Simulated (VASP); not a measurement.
Set up this calculation in VASP 6.6.1, as the native input.

```
Task                   : relaxation of cell and atoms
Functional             : PBEsol
Dispersion             : D3(BJ)
Potentials or basis    : VASP PAW PBE potentials, release 64 (Mg)
Cutoff                 : 600 eV
k mesh                 : 10 × 10 × 5
Occupations            : fermi-dirac, width 0.05 eV
Spin                   : no spin polarisation
Dipole correction      : no
Further INCAR settings : ALGO = Normal; EDIFF = 1e-07; IBRION = 2; EDIFFG = -0.01; NSW = 60; ISIF = 3
```

The structure of Mg lies in POSCAR:

```
Mg
1.0
    3.2093000000      0.0000000000      0.0000000000
   -1.6046500000      2.7793353284      0.0000000000
    0.0000000000      0.0000000000      5.2103000000
Mg
2
Direct
    0.6666666667      0.3333333333      0.7500000000
    0.3333333333      0.6666666667      0.2500000000
```

One way to write it, as run:

INCAR

```
SYSTEM = Mg
ALGO = Normal
EDIFF = 1E-7
EDIFFG = -0.01
ENCUT = 600
GGA = PS
GGA_COMPAT = .False.
IBRION = 2
ISIF = 3
ISMEAR = -1
IVDW = 12
LASPH = .True.
LCHARG = .False.
LREAL = .False.
LWAVE = .False.
NELM = 120
NELMIN = 4
NSW = 60
PREC = Accurate
SIGMA = 0.05
```

KPOINTS

```
k-points
0
Gamma
  10 10 5
  0 0 0
```

Potentials or basis: VASP PAW PBE potentials, release 64 (Mg).

The run is started by

```sh
$ cat potpaw_PBE.64/Mg/POTCAR > POTCAR
$ mpirun -np 1 vasp_std > vasp.out
```

Results of the run:

```
Relaxed volume                         : 21.40 Å³/atom
Relaxed cell                           : a = 3.094 Å, b = 3.094 Å, c = 5.161 Å, α = 90.00°, β = 90.00°, γ = 120.00°
Space group after relaxing (to 0.05 Å) : P6_3/mmc (No. 194)
Energy gained by relaxing              : 20.5 meV/atom
Ionic steps                            : 10
Pressure after relaxing                : 0.0 GPa
Band gap on the k mesh                 : zero (band 2 reaches 3.51 eV, above the bottom of band 3 at 1.48 eV)
Dispersion energy per atom             : -0.281 eV
```

Caveat: the PAW data sets were made with another functional, which shifts forces and pressure a little; pairwise dispersion overbinds metals, which lowers pressure and volume.

Run time: 76 s on 1 thread of Intel(R) Xeon(R) Platinum 8488C (Sapphire Rapids), with other jobs on the host, peak memory 0.2 GiB.
